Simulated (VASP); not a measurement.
## KTmH4: single point with PBE

Crystal: KTmH4.

```
K Tm H
1.0
     0.00000    3.56974    3.56974
     3.56974    0.00000    3.56974
     3.56974    3.56974    0.00000
K Tm H
1 1 4
Direct
  0.75000 0.75000 0.75000
  0.00000 0.00000 0.00000
  0.87506 0.37498 0.37498
  0.37498 0.37498 0.37498
  0.37498 0.87506 0.37498
  0.37498 0.37498 0.87506
```

The cell was generated, and may not be a known phase.

```json
{
  "Program": "VASP 6.6.1",
  "Task": "single point",
  "Functional": "PBE",
  "Potentials or basis": "VASP PAW PBE potentials, release 64 (K_sv, Tm_3, H), 4f in core",
  "Cutoff": "500 eV",
  "k mesh": "4 × 4 × 4",
  "Occupations": "gaussian, width 0.1 eV",
  "Spin": "no spin polarisation",
  "Dipole correction": "no",
  "Further INCAR settings": "ALGO = Normal; EDIFF = 1e-06; NBANDS = 20"
}
```

* Pressure: -8.2 GPa
* Largest force: 0.185 eV/Å
* Band gap on the k mesh: 0.71 eV

Forces in eV/Å, atoms in the order of the input:
```
K    0.000  0.000  0.000
Tm   0.000  0.000  0.000
H   -0.107  0.107  0.107
H   -0.107 -0.107 -0.107
H    0.107 -0.107  0.107
H    0.107  0.107 -0.107
```

Levels at points of the mesh, in eV from the valence-band top:
```tsv
k point	band 9	band 10	band 11	band 12	band 13	band 14
(0.00, 0.00, 0.00)	-0.12	-0.12	-0.12	1.34	1.34	2.71
(0.50, 0.00, 0.00)	-2.56	-0.67	-0.67	1.85	2.00	2.00
(0.50, 0.50, 0.00)	-2.87	0.00	0.00	0.71	1.32	2.19
```

Run time: 22 s on 1 thread of Intel(R) Xeon(R) Platinum 8559C (Emerald Rapids), on a shared host, peak memory 0.23 GiB.

Caveat: the cell stands under tension; spin-orbit coupling is left out, which moves the levels of the heavy elements; the 4f electrons are frozen in the core, so they carry no moment and show no levels. Spin polarisation is off, so any magnetic state and its effect on volume and gap are missing.
